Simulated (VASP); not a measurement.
# Mg3Cd13O16 (P1) in VASP: single point with PBEsol

Aim: the single point of Mg3Cd13O16 with PBEsol.

All numbers are computed with VASP 6.6.1; they aren't measurements. Logs are shortened: lines on timing, memory, paths and dates and some standing lists are left out, and cuts for length are marked.

## 1. The cell of the first run

The typed cell holds 64 atoms: a = 9.247 Å, b = 9.247 Å, c = 9.247 Å, α = 90.00°, β = 90.00°, γ = 90.00°.

## 2. Single point, PBEsol

Contents of INCAR:

```
SYSTEM = Mg3Cd13O16
PREC     = Accurate       ! precision mode
ENCUT    = 520            ! plane-wave cutoff, eV
EDIFF    = 1E-6           ! SCF threshold, eV
ISMEAR   = -1             ! smearing method
SIGMA    = 0.05           ! smearing width, eV
LREAL    = Auto         
LASPH    = .TRUE.         ! aspherical terms in the spheres
NELM     = 80             ! most SCF steps
ALGO     = Normal         ! electronic algorithm
ISIF     = 2              ! what is computed and relaxed
LWAVE    = .FALSE.        ! write WAVECAR
LCHARG   = .TRUE.         ! write CHGCAR
GGA      = PS             ! functional
LELF     = .TRUE.         ! ELF
LVHAR    = .TRUE.       
NBANDS   = 296            ! bands
ISYM     = 0
```

Contents of KPOINTS:

```
Automatic mesh
0
Gamma
  1 1 1
  0.25 0.25 0.25
```

Contents of POSCAR:

```
Mg3Cd13O16
1.0
    9.2468490230      0.0000000000      0.0000000000
    0.0000000000      9.2468490230      0.0000000000
    0.0000000000      0.0000000000      9.2468490230
O Cd Mg
32 26 6
Direct
    0.2490510000      0.0015570000      0.0002690000
    0.2513000000      0.0180280000      0.5003060000
    0.2544630000      0.4981280000      0.9992380000
    0.2599120000      0.4894010000      0.4995300000
    0.7504030000      0.9999700000      0.0000120000
    0.7481660000      0.0013310000      0.5000470000
    0.7279910000      0.4986710000      0.9996130000
    0.7326000000      0.4977130000      0.4996180000
    0.0013600000      0.2679290000      0.0007200000
    0.0125540000      0.2543300000      0.5007260000
    0.9994510000      0.7309310000      0.9997620000
    0.9988840000      0.7469370000      0.4998360000
    0.4981220000      0.2626970000      0.0001960000
    0.4877290000      0.2641860000      0.5001060000
    0.4980410000      0.7355770000      0.9993570000
    0.4977270000      0.7334490000      0.4994150000
    0.0017870000      0.9991730000      0.2478510000
    0.0016340000      0.9994730000      0.7525790000
    0.0168480000      0.4999250000      0.2348480000
    0.0173260000      0.5002600000      0.7658300000
    0.4980750000      0.9985950000      0.2492400000
    0.4981820000      0.9985230000      0.7507710000
    0.4828360000      0.4992900000      0.2471150000
    0.4828380000      0.4993400000      0.7495730000
    0.2501100000      0.2642600000      0.2651770000
    0.2497260000      0.2635490000      0.7357640000
    0.2488420000      0.7357580000      0.2523990000
    0.2487750000      0.7359320000      0.7468390000
    0.7513630000      0.2502500000      0.2519860000
    0.7509950000      0.2503570000      0.7482760000
    0.7501820000      0.7486220000      0.2505580000
    0.7503630000      0.7484950000      0.7489960000
    0.9995780000      0.9996660000      0.0002080000
    0.0014010000      0.0023390000      0.5001970000
    0.0051030000      0.4989860000      0.5002110000
    0.5000840000      0.9992240000      0.0000210000
    0.4979390000      0.0022230000      0.5000300000
    0.2508250000      0.2534470000      0.0004750000
    0.2501520000      0.7459580000      0.9997950000
    0.2506960000      0.7451600000      0.4997550000
    0.7503600000      0.2539320000      0.0001280000
    0.7474750000      0.2521980000      0.5001540000
    0.7494390000      0.7446150000      0.9998060000
    0.7467950000      0.7470510000      0.4997960000
    0.2498860000      0.0027660000      0.2525020000
    0.2498460000      0.0027160000      0.7479300000
    0.7499110000      0.9994440000      0.2500610000
    0.7498790000      0.9994660000      0.7500150000
    0.7473190000      0.4993920000      0.2474150000
    0.7474040000      0.4994130000      0.7523090000
    0.0034500000      0.2537170000      0.2504030000
    0.0032330000      0.2539140000      0.7507320000
    0.0011990000      0.7458260000      0.2482160000
    0.0012140000      0.7460600000      0.7515020000
    0.4973730000      0.2539160000      0.2513750000
    0.4971020000      0.2538260000      0.7491500000
    0.4977470000      0.7446060000      0.2496120000
    0.4977570000      0.7446550000      0.7497330000
    0.0212860000      0.4996810000      0.0001800000
    0.4923770000      0.4992070000      0.0008440000
    0.4916890000      0.4971350000      0.5011770000
    0.2526930000      0.2582090000      0.5003330000
    0.2529370000      0.4971880000      0.2533110000
    0.2527870000      0.4971860000      0.7478530000
```

Potentials or basis: VASP PAW PBE potentials, release 64 (O, Cd, Mg).

Started as:

```sh
$ cat potpaw_PBE.64/O/POTCAR potpaw_PBE.64/Cd/POTCAR potpaw_PBE.64/Mg/POTCAR > POTCAR
$ mpirun -np 1 vasp_std > vasp.out
```

OUTCAR:

```text
SYSTEM = Mg3Cd13O16
   PREC = Accurate
   ENCUT = 520
   EDIFF = 1E-6
   ISMEAR = -1
   LREAL = Auto
   LASPH = .TRUE.
   NELM = 80
   ISIF = 2
   GGA = PS
   ISYM = 0

 ion  position               nearest neighbor table
   1  0.249  0.002  0.000-  33 2.31  36 2.32  38 2.33  45 2.33  46 2.33  39 2.36
   2  0.251  0.018  0.500-  62 2.22  37 2.29  46 2.29  45 2.30  34 2.32  40 2.52
   3  0.254  0.498  0.999-  59 2.16  60 2.20  38 2.26  39 2.29  64 2.32  63 2.35
   4  0.260  0.489  0.500-  62 2.14  61 2.14  63 2.28  64 2.30  35 2.36  40 2.37
   5  0.750  1.000  0.000-  33 2.30  48 2.31  47 2.31  36 2.31  41 2.35  43 2.36
   6  0.748  0.001  0.500-  48 2.31  47 2.31  37 2.31  42 2.32  34 2.34  44 2.35
[... 73 lines left out ...]
                            62 3.23  50 3.24  60 3.25  38 3.25  46 3.26  42 3.27  37 3.27  41 3.30
  57  0.498  0.745  0.250-  23 2.27  27 2.30  16 2.31  15 2.32  31 2.33  21 2.35  63 3.22  60 3.23
                            49 3.24  40 3.25  39 3.25  61 3.26  44 3.26  43 3.28  36 3.30  45 3.31
  58  0.498  0.745  0.750-  24 2.27  28 2.30  15 2.31  16 2.32  32 2.34  22 2.35  64 3.22  50 3.24
                            61 3.24  60 3.25  40 3.25  39 3.25  44 3.26  43 3.28  36 3.30  46 3.31
  59  0.021  0.500  0.000-  11 2.15   9 2.15   3 2.16  20 2.17  19 2.17   7 2.71  39 3.11  38 3.11
                            64 3.17  63 3.17  53 3.24  54 3.24  52 3.24  51 3.25  41 3.38  43 3.38
  60  0.492  0.499  0.001-   7 2.18  15 2.19  13 2.19   3 2.20  23 2.28  24 2.33  38 3.19  39 3.20
                            63 3.22  64 3.22  57 3.23  55 3.24  58 3.25  56 3.25  49 3.28  43 3.29
  61  0.492  0.497  0.501-   4 2.14  14 2.15  16 2.19   8 2.23  24 2.30  23 2.35  62 3.12  64 3.18
                            63 3.18  40 3.20  56 3.21  55 3.22  58 3.24  57 3.26  42 3.27  44 3.30
  62  0.253  0.258  0.500-   4 2.14  14 2.17  25 2.18  26 2.18  10 2.22   2 2.22  61 3.12  63 3.18
                            64 3.18  35 3.19  56 3.23  55 3.23  51 3.26  52 3.27  37 3.28  46 3.29
  63  0.253  0.497  0.253-  23 2.13  25 2.16  19 2.19  27 2.21   4 2.28   3 2.35  59 3.17  62 3.18
                            61 3.18  55 3.19  60 3.22  57 3.22  51 3.22  40 3.23  35 3.23  38 3.25
  64  0.253  0.497  0.748-  24 2.13  26 2.16  20 2.18  28 2.21   4 2.30   3 2.32  59 3.17  61 3.18
                            62 3.18  56 3.19  58 3.22  60 3.22  52 3.22  35 3.24  40 3.24  38 3.25

IMPORTANT INFORMATION: All symmetrisations will be switched off!
NOSYMM: (Re-)initialisation of all symmetry stuff for point group C_1.

----------------------------------------------------------------------------------------

                                     Primitive cell

  volume of cell :     790.6446

  direct lattice vectors                    reciprocal lattice vectors
     9.246849023  0.000000000  0.000000000     0.108144947  0.000000000  0.000000000
     0.000000000  9.246849023  0.000000000     0.000000000  0.108144947  0.000000000
     0.000000000  0.000000000  9.246849023     0.000000000  0.000000000  0.108144947

  length of vectors
     9.246849023  9.246849023  9.246849023     0.108144947  0.108144947  0.108144947

  position of ions in fractional coordinates (direct lattice)
     0.249051000  0.001557000  0.000269000
     0.251300000  0.018028000  0.500306000
     0.254463000  0.498128000  0.999238000
     0.259912000  0.489401000  0.499530000
     0.750403000  0.999970000  0.000012000
     0.748166000  0.001331000  0.500047000
[... 56 lines left out ...]
     0.252937000  0.497188000  0.253311000
     0.252787000  0.497186000  0.747853000

  ion indices of the primitive-cell ions
   primitive index   ion index
                 1           1
                 2           2
                 3           3
                 4           4
                 5           5
                 6           6
[... 56 lines left out ...]
                63          63
                64          64

----------------------------------------------------------------------------------------

 KPOINTS: Automatic mesh

Automatic generation of k-mesh.
 Grid dimensions read from file:
 generate k-points for:    1    1    1

 Generating k-lattice:

  Cartesian coordinates                     Fractional coordinates (reciprocal lattice)
     0.108144947  0.000000000  0.000000000     1.000000000  0.000000000  0.000000000
     0.000000000  0.108144947  0.000000000     0.000000000  1.000000000  0.000000000
     0.000000000  0.000000000  0.108144947     0.000000000  0.000000000  1.000000000

  Length of vectors
     0.108144947  0.108144947  0.108144947

  Shift w.r.t. Gamma in fractional coordinates (k-lattice)
     0.250000000  0.250000000  0.250000000

 Subroutine IBZKPT returns following result:
 ===========================================

 Found      4 irreducible k-points:

 Following reciprocal coordinates:
            Coordinates               Weight
  0.250000  0.250000  0.250000      2.000000
 -0.250000  0.250000  0.250000      2.000000
 -0.250000 -0.250000  0.250000      2.000000
  0.250000 -0.250000  0.250000      2.000000
   k-points           NKPTS =      4   k-points in BZ     NKDIM =      4   number of bands    NBANDS=    296
   number of dos      NEDOS =    301   number of ions     NIONS =     64
   total plane-waves  NPLWV = 343000
   dimension x,y,z NGX =    70 NGY =   70 NGZ =   70
   dimension x,y,z NGXF=   140 NGYF=  140 NGZF=  140
   ions per type =              32  26   6
   NGX,Y,Z   is equivalent  to a cutoff of  12.59, 12.59, 12.59 a.u.
   NGXF,Y,Z  is equivalent  to a cutoff of  25.17, 25.17, 25.17 a.u.
 SYSTEM =  Mg3Cd13O16
   PREC   = accura    normal or accurate (medium, high low for compatibility)
   ISTART =      0    job   : 0-new  1-cont  2-samecut
   ICHARG =      2    charge: 1-file 2-atom 10-const
   ISPIN  =      1    spin polarized calculation?
   LNONCOLLINEAR =      F non collinear calculations
   LSORBIT =      F    spin-orbit coupling
   LASPH  =      T    aspherical Exc in radial PAW
   ENCUT  =  520.0 eV  38.22 Ry    6.18 a.u.  17.19 17.19 17.19*2*pi/ulx,y,z
   NELM   =     80;   NELMIN=  2; NELMDL= -5     # of ELM steps
   EDIFF  = 0.1E-05   stopping-criterion for ELM
   LREAL  =      T    real-space projection
   EDIFFG = 0.1E-04   stopping-criterion for IOM
   NSW    =      0    number of steps for IOM
   IBRION =     -1    ionic relax: 0-MD 1-quasi-New 2-CG
   NFREE  =      0    steps in history (QN), initial steepest desc. (CG)
   ISIF   =      2    stress and relaxation
   ISYM   =      0    0-nonsym 1-usesym 2-fastsym
   POTIM  = 0.5000    time-step for ionic-motion
   TEBEG  =    0.0;   TEEND  =   0.0 temperature during run
   PSTRESS=    0.0 pullay stress
   NELECT =     516.0000    total number of electrons
   NUPDOWN=      -1.0000    fix difference up-down
   EMIN   =  10.00;   EMAX   =-10.00  energy-range for DOS
   EFERMI =   0.00;   METHOD = LEGACY
   ISMEAR =    -1;   SIGMA  =   0.05  broadening in eV -4-tet -1-fermi 0-gaus
   EFERMI_NEDOS =   21; number of points for ismear=-14 and -15
   IALGO  =     38    algorithm
   IMIX   =      4    mixing-type and parameters
     AMIX     =   0.40;   BMIX     =  1.00
     AMIX_MAG =   1.60;   BMIX_MAG =  1.00
  volume/ion in A,a.u.               =      12.35        83.37
  Fermi-wavevector in a.u.,A,eV,Ry     =   1.420030  2.683468 27.435961  2.016486
  Thomas-Fermi vector in A             =   2.540989
   LORBIT       =      0    0 simple, 1 ext, 2 COOP (PROOUT), +10 PAW based schemes
   GGA     = PS    functional components
   LHFCALC =     F    Hartree Fock is set to
   AEXX    =    0.0000 exact exchange contribution
   IVDW    =     0    specifies the selected vdW correction
   LEPSILON=     F    determine dielectric tensor
   LRPA    =     F    only Hartree local field effects (RPA)
 non-spin polarized calculation
  energy-cutoff  :      520.00
  volume of cell :      790.64
 maximum number of plane-waves:     21266
 NGX is ok and might be reduce to    70
   NGX = 35   NGY = 35   NGZ = 35

 number of electron     516.0000023 magnetization

 Free energy of the ion-electron system (eV)
  ---------------------------------------------------
  ext. energy  EPLUGINS =         0.00000000
  ---------------------------------------------------
  free energy    TOTEN  =      -293.38050179 eV

  energy without entropy =     -293.38048891  energy(sigma->0) =     -293.38049535

 E-fermi :   2.7581     XC(G=0): -11.8340

 val. band max:        2.0951119541   @ k =  -0.2500  -0.2500   0.2500
 cond. band min:       3.3702828456   @ k =  -0.2500  -0.2500   0.2500
 fundamental gap:      1.2751708915
 Fermi energy:         2.7581380071

 k-point     1 :       0.2500    0.2500    0.2500
  band No.  band energies     occupation
      1     -15.2034      2.00000
      2     -14.9784      2.00000
      3     -14.9465      2.00000
      4     -14.9109      2.00000
      5     -14.7918      2.00000
      6     -14.7511      2.00000
[... 1081 lines left out ...]
    269       6.7803      0.00000
    270       6.8340      0.00000
 [bands above 270 left out]

------------------------ aborting loop because EDIFF is reached ----------------------------------------

  FORCE on cell =-STRESS in cart. coord.  units (eV):
  Direction    XX          YY          ZZ          XY          YZ          ZX
  --------------------------------------------------------------------------------------
  -------------------------------------------------------------------------------------
  Total        7.5288071      5.4978200      6.9196281     -0.1516206      0.0833367      0.0755841
  in kB       15.2565189     11.1408878     14.0220668     -0.3072470      0.1688750      0.1531650
  external PRESSURE =      13.4731578 kB  Pullay stress =       0.0000000 kB

 VOLUME and BASIS-vectors are now :
 -----------------------------------------------------------------------------
  energy-cutoff  :      520.00
  volume of cell :      790.64
      direct lattice vectors                 reciprocal lattice vectors
     9.246849023  0.000000000  0.000000000     0.108144947  0.000000000  0.000000000
     0.000000000  9.246849023  0.000000000     0.000000000  0.108144947  0.000000000
     0.000000000  0.000000000  9.246849023     0.000000000  0.000000000  0.108144947

 POSITION                                       TOTAL-FORCE (eV/Angst)
 -----------------------------------------------------------------------------------
      2.30294      0.01440      0.00249        -0.001926     -0.004740     -0.002416
      2.32373      0.16670      4.62625        -0.018172      0.045328     -0.015087
      2.35298      4.60611      9.23980         0.007915      0.007038     -0.001039
      2.40337      4.52542      4.61908         0.077095     -0.070091      0.007020
      6.93886      9.24657      0.00011         0.003629     -0.002767      0.001931
      6.91818      0.01231      4.62386         0.006143     -0.003483     -0.001675
[... 56 lines left out ...]
      2.33887      4.59742      2.34233         0.004392     -0.004523     -0.001097
      2.33748      4.59740      6.91528         0.004268     -0.004338     -0.001586
 -----------------------------------------------------------------------------------
    total drift:                                0.014542      0.000600     -0.001362

  FREE ENERGIE OF THE ION-ELECTRON SYSTEM (eV)
  ---------------------------------------------------
  free  energy   TOTEN  =      -293.3805017932 eV

  energy  without entropy=     -293.3804889111  energy(sigma->0) =     -293.38049535
```

Run time: 28 min. Hardware: 1 thread of Oxide Virtual Turin-like, shared host; peak memory 1 GiB.

Results:

```
Free energy            : -293.3805 eV
Pressure               : 1.3 GPa
Largest force          : 0.104 eV/Å
Band gap on the k mesh : 1.28 eV
```

Forces on the atoms (eV/Å):
```
O   -0.002 -0.005 -0.002
O   -0.018  0.045 -0.015
O    0.008  0.007 -0.001
O    0.077 -0.070  0.007
O    0.004 -0.003  0.002
O    0.006 -0.003 -0.002
O   -0.034  0.014  0.011
O   -0.043  0.023  0.013
O   -0.020  0.047 -0.017
O    0.043 -0.035 -0.018
O    0.006 -0.045  0.017
O   -0.006  0.023  0.003
O    0.002  0.041 -0.011
O   -0.063  0.060  0.002
O    0.023 -0.054  0.016
O    0.021 -0.046  0.017
O   -0.009  0.000  0.008
O   -0.009 -0.009 -0.009
O    0.054  0.000 -0.064
O    0.032 -0.029  0.036
O    0.014  0.000  0.000
O    0.011  0.002  0.000
O   -0.050  0.023  0.008
O   -0.052  0.015  0.014
O   -0.030  0.030  0.037
O    0.001  0.066 -0.061
O    0.008 -0.043  0.004
O    0.015 -0.040  0.019
O   -0.005 -0.014 -0.002
O    0.004 -0.014  0.002
O    0.004  0.009 -0.002
O   -0.004  0.011 -0.002
Cd  -0.001 -0.001 -0.001
Cd  -0.006 -0.006  0.002
Cd  -0.016  0.006  0.001
Cd   0.000  0.001  0.000
Cd   0.004 -0.006 -0.001
Cd  -0.008 -0.009  0.000
Cd  -0.008  0.011 -0.001
Cd  -0.007  0.020  0.002
Cd   0.004 -0.016  0.003
Cd   0.005 -0.011  0.000
Cd   0.006  0.017 -0.001
Cd   0.004  0.011  0.000
Cd   0.002 -0.003 -0.008
Cd   0.000 -0.005  0.008
Cd  -0.002  0.003  0.000
Cd   0.000  0.001  0.000
Cd   0.012 -0.001  0.004
Cd   0.011  0.000 -0.008
Cd  -0.008 -0.017 -0.001
Cd  -0.010 -0.017 -0.001
Cd  -0.008  0.016  0.006
Cd  -0.006  0.012 -0.005
Cd   0.009 -0.017 -0.005
Cd   0.012 -0.016  0.005
Cd   0.009  0.016 -0.001
Cd   0.009  0.016  0.000
Mg   0.011 -0.004 -0.004
Mg  -0.009 -0.002 -0.001
Mg  -0.012 -0.003  0.001
Mg   0.006  0.010 -0.002
Mg   0.004 -0.005 -0.001
Mg   0.004 -0.004 -0.002
```

Caveat: the PAW data sets were made with another functional, which shifts forces and pressure a little; a shifted mesh leaves out Γ, where band edges can lie. A k mesh can miss the band edges.
